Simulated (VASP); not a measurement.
Runs of VASP 6.6.1 on KMgF3. The structure is that of space group Pm-3m (No. 221), or close to it. The cells are those of the table. 

```csv
cell,gap on the mesh (eV),pressure (GPa)
"a = 3.926, b = 3.926, c = 3.866 Å, 5 atoms",(c),5.1
"a = 3.986, b = 3.986, c = 3.926 Å, 5 atoms",7.23,(d)
"a = 3.986, b = 3.986, c = 3.866 Å, 5 atoms",7.34,2.5
"a = 3.986, b = 3.986, c = 4.046 Å, 5 atoms",7.01,-1.1
"a = 3.866, b = 3.866, c = 4.046 Å, 5 atoms",7.43,4.0
"a = 4.105 Å, 5 atoms",6.50,-5.5
"a = 4.046, b = 4.046, c = 3.926 Å, 5 atoms",7.01,(b)
"a = 3.926, b = 3.926, c = 4.046 Å, 5 atoms",(a),1.2
```

Alike in all rows: task single point; level PBEsol; potentials or basis VASP PAW PBE potentials, release 64 (K_sv, Mg, F); no spin polarisation; k mesh 6 × 6 × 6; cutoff (eV) 520; smearing gaussian 0.05 eV.

Question: Estimate the missing entries.

Answer: (a) 7.21; (b) -1.0; (c) 7.58; (d) 1.1.

Caveats: the PAW data sets were made with another functional, which shifts forces and pressure a little; the cell stands under pressure (at least some runs); the cell stands under tension (at least some runs).

A k mesh can miss the band edges.
